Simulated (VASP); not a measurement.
Re: single point with PBEsol

Re:

```
Re
1.0
     2.74512    0.00000    0.00000
    -1.37256    2.37735    0.00000
     0.00000    0.00000    6.71560
Re
3
Cartesian
  0.0000 0.0000 0.0000
  0.0000 1.5849 2.2385
  1.3726 0.7924 4.4771
```

```
Program                : VASP 6.6.1
Task                   : single point
Functional             : PBEsol
Potentials or basis    : VASP PAW PBE potentials, release 64 (Re)
Cutoff                 : 600 eV
k mesh                 : 30 × 30 × 14
Occupations            : tetrahedron
Spin                   : no spin polarisation
Dipole correction      : no
Further INCAR settings : ALGO = Normal; EDIFF = 1e-06; NBANDS = 18
```

| Quantity | Value |
| --- | --- |
| Pressure | -0.1 GPa |

Stress tensor (GPa, compression positive):
```
-0.24  0.00  0.00
 0.00 -0.24  0.00
 0.00  0.00  0.27
```

Levels at points of the mesh, in eV from the Fermi level:
```
           k point  band 8  band 9  band 10  band 11  band 12  band 13
(0.00, 0.00, 0.00)   -1.94   -1.78    -1.78    -1.78    -1.78     1.27
(0.50, 0.00, 0.00)   -1.70   -1.09    -1.09     2.82     3.81     3.96
(0.00, 0.00, 0.50)   -1.51   -1.51    -1.51    -1.51     0.23     1.01
(0.50, 0.00, 0.50)   -0.63   -0.63     0.21     1.76     1.76     3.85
```

It took 23 min on 1 thread of Intel Xeon 8259CL, with other jobs on the host, peak memory 1 GiB.

Caveat: the PAW data sets were made with another functional, which shifts forces and pressure a little; spin-orbit coupling is left out, which moves the levels of the heavy elements; tetrahedron occupations give inexact forces and stress in metals.
